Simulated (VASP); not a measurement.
**Be: single point with LDA**

The system is Be.

```
Be
1.0
     2.15458    0.00000    0.00000
    -1.07729    1.86592    0.00000
     0.00000    0.00000    3.41628
Be
2
Direct
  0.33333 0.66667 0.25000
  0.66667 0.33333 0.75000
```

This cell differs from its parent crystal: volume scaled by 0.91, then relaxed in part.

```
Program                : VASP 6.6.1
Task                   : single point
Functional             : LDA
Potentials or basis    : VASP PAW LDA potentials, release 64 (Be)
Cutoff                 : 520 eV
k mesh                 : 21 × 21 × 12
Occupations            : gaussian, width 0.1 eV
Spin                   : no spin polarisation
Dipole correction      : no
Further INCAR settings : ALGO = Normal; EDIFF = 1e-06; NBANDS = 9
```

```
Pressure               : 15.1 GPa
Band gap on the k mesh : zero (band 2 reaches 8.98 eV, above the bottom of band 3 at 6.76 eV)
```

Levels at points of the mesh, in eV from the Fermi level:
| k point | band 1 | band 2 | band 3 | band 4 | band 5 |
| --- | --- | --- | --- | --- | --- |
| (0.00, 0.00, 0.00) | -12.00 | -5.08 | 1.59 | 17.69 | 17.69 |
| (0.00, 0.00, 0.50) | -9.79 | -9.79 | 11.63 | 11.63 | 19.48 |

Run time: 10 s on 1 thread of Intel(R) Xeon(R) Platinum 8559C (Emerald Rapids), on a shared host, peak memory 0.14 GiB.
